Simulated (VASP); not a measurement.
# CuO in VASP: a series of runs, part 3 of 3

VASP 6.6.1. Earlier steps stand in the parts before.

### Step 4. Single point, RPBE+D4

INCAR

```
SYSTEM = CuO
PREC = Accurate ; ENCUT = 820
EDIFF = 1E-6 ; ISMEAR = -1
SIGMA = 0.05 ; LREAL = .FALSE.
LASPH = .TRUE. ; NELM = 120
ALGO = Normal ; ISIF = 2
LWAVE = .FALSE. ; LCHARG = .FALSE.
GGA = RP ; IVDW = 13
NBANDS = 33 ; GGA_COMPAT = .FALSE.
```

KPOINTS

```
regular mesh
0
G
  10 10 5
  0 0 0
```

POSCAR

```
CuO
1.0
    2.3418500000     -1.7113000000      0.0000000000
    2.3418500000      1.7113000000      0.0000000000
   -0.8500274268      0.0000000000      5.0578693947
Cu O
2 2
Direct
    0.5000000000      0.0000000000      0.5000000000
    0.0000000000      0.5000000000      0.0000000000
    0.4184000000      0.5816000000      0.7500000000
    0.5816000000      0.4184000000      0.2500000000
```

Potentials or basis: VASP PAW PBE potentials, release 64 (Cu_sv_GW, O).

Command:

```
$ cat potpaw_PBE.64/Cu_sv_GW/POTCAR potpaw_PBE.64/O/POTCAR > POTCAR
$ mpirun -np 1 vasp_std > vasp.out
```

OUTCAR:

```text
SYSTEM = CuO
   PREC = Accurate
   ENCUT = 820
   EDIFF = 1E-6
   ISMEAR = -1
   LREAL = .FALSE.
   LASPH = .TRUE.
   NELM = 120
   ISIF = 2
   GGA = RP
   IVDW = 13

 ion  position               nearest neighbor table
   1  0.500  0.000  0.500-   3 1.95   4 1.95   4 1.96   3 1.96
   2  0.000  0.500  0.000-   4 1.95   3 1.95   4 1.96   3 1.96
   3  0.418  0.582  0.750-   2 1.95   1 1.95   2 1.96   1 1.96
   4  0.582  0.418  0.250-   1 1.95   2 1.95   2 1.96   1 1.96

  LATTYP: Found a base centered monoclinic cell.
 ALAT       =     4.6837000000
 B/A-ratio  =     0.7307470589
 C/A-ratio  =     1.0950317057
 COS(beta)  =    -0.1657361228

  Lattice vectors:

 A1 = (   2.3418500000,  -1.7113000000,   0.0000000000)
 A2 = (   2.3418500000,   1.7113000000,   0.0000000000)
 A3 = (  -0.8500274268,   0.0000000000,   5.0578693947)

Analysis of symmetry for initial positions (statically):
=====================================================================
 Subroutine PRICEL returns:
 Original cell was already a primitive cell.

 Routine SETGRP: Setting up the symmetry group for a
 base centered monoclinic supercell.

 Subroutine GETGRP returns: Found  4 space group operations
 (whereof  2 operations were pure point group operations)
 out of a pool of  4 trial point group operations.

The static configuration has the point symmetry S_2 .
 The point group associated with its full space group is C_2h.

Analysis of symmetry for dynamics (positions and initial velocities):
=====================================================================
 Subroutine PRICEL returns:
 Original cell was already a primitive cell.

 Routine SETGRP: Setting up the symmetry group for a
 base centered monoclinic supercell.

 Subroutine GETGRP returns: Found  4 space group operations
 (whereof  2 operations were pure point group operations)
 out of a pool of  4 trial point group operations.

The dynamic configuration has the point symmetry S_2 .
 The point group associated with its full space group is C_2h.

 Subroutine INISYM returns: Found  4 space group operations
 (whereof  2 operations are pure point group operations),
[... 121 lines left out ...]
  volume/ion in A,a.u.               =      10.13        68.39
  Fermi-wavevector in a.u.,A,eV,Ry     =   1.755647  3.317692 41.937193  3.082297
  Thomas-Fermi vector in A             =   2.825352
   LORBIT       =      0    0 simple, 1 ext, 2 COOP (PROOUT), +10 PAW based schemes
   GGA     = RP    functional components
   LHFCALC =     F    Hartree Fock is set to
   AEXX    =    0.0000 exact exchange contribution
   IVDW    =    13    specifies the selected vdW correction
   LEPSILON=     F    determine dielectric tensor
   LRPA    =     F    only Hartree local field effects (RPA)
 non-spin polarized calculation
  energy-cutoff  :      820.00
  volume of cell :       40.54
 maximum number of plane-waves:      2181
   NGX = 13   NGY = 13   NGZ = 23

 number of electron      49.9999994 magnetization

 Free energy of the ion-electron system (eV)
  ---------------------------------------------------
  ext. energy  EPLUGINS =         0.00000000
  ---------------------------------------------------
  free energy    TOTEN  =       -17.89861549 eV

  energy without entropy =      -17.87928346  energy(sigma->0) =      -17.88894948

 E-fermi :   5.9270     XC(G=0): -12.0449

 val. band max:        5.9144690879   @ k =  -0.4000   0.2000   0.4000
 cond. band min:       5.9327504606   @ k =   0.5000   0.1000   0.2000
 fundamental gap:      0.0182813727
 Fermi energy:         5.9270396905

 k-point     1 :       0.0000    0.0000    0.0000
  band No.  band energies     occupation
      1    -106.8270      2.00000
      2    -106.8265      2.00000
      3     -64.2784      2.00000
      4     -64.2782      2.00000
      5     -64.2503      2.00000
      6     -64.2417      2.00000
[... 853 lines left out ...]
     32      19.3197      0.00000
     33      20.3822      0.00000

 [... further k-points ...]

------------------------ aborting loop because EDIFF is reached ----------------------------------------

  DFT-D4 for vdW energy calculation

  Edisp (eV):   -2.74782

  FORCE on cell =-STRESS in cart. coord.  units (eV):
  Direction    XX          YY          ZZ          XY          YZ          ZX
  --------------------------------------------------------------------------------------
  -------------------------------------------------------------------------------------
  Total       0.27372     0.25515     0.22959     0.00000     0.00000    -0.43289
  in kB      10.81755    10.08388     9.07357     0.00000     0.00000   -17.10823
  external pressure =        9.99 kB  Pullay stress =        0.00 kB

 VOLUME and BASIS-vectors are now :
 -----------------------------------------------------------------------------
  energy-cutoff  :      820.00
  volume of cell :       40.54
      direct lattice vectors                 reciprocal lattice vectors
     2.341850000 -1.711300000  0.000000000     0.213506416 -0.292175539  0.035881968
     2.341850000  1.711300000  0.000000000     0.213506416  0.292175539  0.035881968
    -0.850027427  0.000000000  5.057869395     0.000000000  0.000000000  0.197711709

 POSITION                                       TOTAL-FORCE (eV/Angst)
 -----------------------------------------------------------------------------------
      0.74591     -0.85565      2.52893         0.000000     -0.000000      0.000000
      1.17092      0.85565      0.00000         0.000000      0.000000      0.000000
      1.70433      0.27928      3.79340        -0.000000     -0.179602      0.000000
      2.12934     -0.27928      1.26447         0.000000      0.179602      0.000000
 -----------------------------------------------------------------------------------
    total drift:                                0.000000      0.000000      0.000000

  FREE ENERGIE OF THE ION-ELECTRON SYSTEM (eV)
  ---------------------------------------------------
  free  energy   TOTEN  =       -20.6464346577 eV

  energy  without entropy=      -20.6271026242  energy(sigma->0) =      -20.63676864
```

OSZICAR:

```text
N       E                     dE             d eps       ncg     rms          rms(c)
DAV:   1     0.107301603162E+04    0.10730E+04   -0.40405E+04 14531   0.597E+03
DAV:   2     0.887227826887E+02   -0.98429E+03   -0.94669E+03 15569   0.139E+03
DAV:   3    -0.190967529391E+02   -0.10782E+03   -0.10552E+03 18012   0.510E+02
DAV:   4    -0.236387365972E+02   -0.45420E+01   -0.45166E+01 15160   0.122E+02
DAV:   5    -0.238206033570E+02   -0.18187E+00   -0.18169E+00 16204   0.215E+01    0.171E+01
DAV:   6    -0.219280039709E+02    0.18926E+01   -0.42627E+01 16348   0.327E+02    0.158E+01
DAV:   7    -0.178430393790E+02    0.40850E+01   -0.14523E+01 15124   0.279E+02    0.382E+00
DAV:   8    -0.179119063309E+02   -0.68867E-01   -0.13074E+00 15820   0.147E+01    0.201E+00
DAV:   9    -0.179018906611E+02    0.10016E-01   -0.61649E-02 17588   0.125E+01    0.585E-01
DAV:  10    -0.178984378360E+02    0.34528E-02   -0.11126E-02 16876   0.690E+00    0.127E-01
DAV:  11    -0.178986533346E+02   -0.21550E-03   -0.12891E-03 17268   0.860E-01    0.719E-02
DAV:  12    -0.178986130887E+02    0.40246E-04   -0.31879E-04 15532   0.420E-01    0.155E-02
DAV:  13    -0.178986137010E+02   -0.61225E-06   -0.23102E-05 15476   0.170E-01    0.845E-03
DAV:  14    -0.178986150925E+02   -0.13915E-05   -0.22708E-06  9116   0.994E-02    0.176E-03
DAV:  15    -0.178986154919E+02   -0.39944E-06   -0.32482E-07  6716   0.290E-02
   1 F= -.20646435E+02 E0= -.20636769E+02  d E =-.193320E-01
```

Run time: 6.3 min. Hardware: 1 thread of Intel Xeon Platinum 8259CL at 2.50GHz (Skylake/Cascade Lake), shared host; peak memory 0.46 GiB.

Results:

| Quantity | Value |
| --- | --- |
| Free energy | -20.6464 eV |
| Pressure | 1.0 GPa |
| Largest force | 0.180 eV/Å |
| Band gap on the k mesh | zero (bands 25 and 26 overlap by 0.59 eV) |
| Dispersion energy per atom | -0.687 eV |

Forces on the atoms (eV/Å):
```
Cu   0.000  0.000  0.000
Cu   0.000  0.000  0.000
O    0.000 -0.180  0.000
O    0.000  0.180  0.000
```

Stress tensor (GPa, compression positive):
```
 1.08  0.00 -1.71
 0.00  1.01  0.00
-1.71  0.00  0.91
```

Caveat: the PAW data sets were made with another functional, which shifts forces and pressure a little; semilocal functionals often make such compounds metallic where correlation or magnetic order opens a gap, which also shifts bond lengths.

### Step 5. Single point, PBE

This run uses another cell than the first one, of 10.54 Å³/atom.

INCAR

```
PREC = Accurate
ENCUT = 820
EDIFF = 1E-6
ISMEAR = -1
SIGMA = 0.05
LREAL = F
LASPH = T
NELM = 120
ALGO = Normal
ISIF = 2
LWAVE = F
LCHARG = F
GGA = PE
NBANDS = 33
GGA_COMPAT = F
```

KPOINTS

```
regular mesh
0
Gamma
  10 10 5
```

POSCAR

```
CuO
1.0
    2.3726673498     -1.7338196878      0.0000000000
    2.3726673498      1.7338196878      0.0000000000
   -0.8612132810      0.0000000000      5.1244279405
Cu O
2 2
Direct
    0.5000000000      0.0000000000      0.5000000000
    0.0000000000      0.5000000000      0.0000000000
    0.4184000000      0.5816000000      0.7500000000
    0.5816000000      0.4184000000      0.2500000000
```

Command:

```
$ cat potpaw_PBE.64/Cu_sv_GW/POTCAR potpaw_PBE.64/O/POTCAR > POTCAR
$ mpirun -np 1 vasp_std > vasp.out
```

It took 9.1 min on 1 thread of Intel Xeon Platinum 8175M at 2.50GHz (Skylake/Cascade Lake), shared host; peak memory 0.47 GiB.

Results (log left out):

| Item | Value |
| --- | --- |
| Free energy | -19.7232 eV |
| Pressure | -1.9 GPa |
| Largest force | 0.370 eV/Å |
| Band gap on the k mesh | zero (bands 25 and 26 overlap by 0.59 eV) |

Forces in eV/Å, atoms in the order of the input:
```
Cu   0.000  0.000  0.000
Cu   0.000  0.000  0.000
O    0.000 -0.370  0.000
O    0.000  0.370  0.000
```

Stress tensor (GPa, compression positive):
```
-2.51  0.00 -0.25
 0.00  0.69  0.00
-0.25  0.00 -4.00
```

Levels at points of the mesh, in eV from the Fermi level:
```
           k point  band 21  band 22  band 23  band 24  band 25  band 26  band 27  band 28  band 29  band 30
(0.00, 0.00, 0.00)    -2.26    -2.11    -2.05    -1.58     0.20     0.90     1.55     5.95     7.88    13.15
(0.50, 0.00, 0.00)    -1.95    -1.52    -1.44    -1.35     0.00     0.26     4.83     6.10     6.73    10.86
(0.50, 0.50, 0.00)    -2.03    -2.02    -1.62    -1.16    -0.63     1.02     3.40     6.89     8.39     9.67
```

Caveat: semilocal functionals often make such compounds metallic where correlation or magnetic order opens a gap, which also shifts bond lengths.

### Step 6. The runs side by side

| level | potentials or basis | cell | k mesh | cutoff (eV) | smearing | gap on the mesh (eV) | pressure (GPa) | largest force (eV/Å) |
| --- | --- | --- | --- | --- | --- | --- | --- | --- |
| r2SCAN | VASP PAW PBE potentials, release 64 (Cu, O) | a = 2.900, b = 2.900, c = 5.129 Å, angles 97.7, 97.7, 72.3°, 4 atoms, atomic positions A | 11 × 11 × 6 | 520 | methfessel-paxton 0.1 eV | none | -0.7 | 0.43 |
| RPBE+D3(BJ) | VASP PAW PBE potentials, release 64 (Cu_sv_GW, O) | a = 2.939, b = 2.939, c = 5.196 Å, angles 97.7, 97.7, 72.3°, 4 atoms, atomic positions B | 10 × 10 × 5 | 820 | fermi-dirac 0.05 eV | none | -18.1 | 0.25 |
| RPBE+D4 | VASP PAW PBE potentials, release 64 (Cu_sv_GW, O) | a = 2.900, b = 2.900, c = 5.129 Å, angles 97.7, 97.7, 72.3°, 4 atoms, atomic positions B | 10 × 10 × 5 | 820 | fermi-dirac 0.05 eV | none | 1.0 | 0.18 |
| PBE | VASP PAW PBE potentials, release 64 (Cu_sv_GW, O) | a = 2.939, b = 2.939, c = 5.196 Å, angles 97.7, 97.7, 72.3°, 4 atoms, atomic positions B | 10 × 10 × 5 | 820 | fermi-dirac 0.05 eV | none | -1.9 | 0.37 |

Alike in all rows: task single point; no spin polarisation.

Caveats: semilocal functionals often make such compounds metallic where correlation or magnetic order opens a gap, which also shifts bond lengths; the PAW data sets were made with another functional, which shifts forces and pressure a little (at least some runs); the cell stands under tension (at least some runs); the dispersion term is far too large for a dense solid, which distorts pressure and volume (at least some runs).

Total energies depend on the potentials used, so only differences within one code and one set of settings carry meaning.
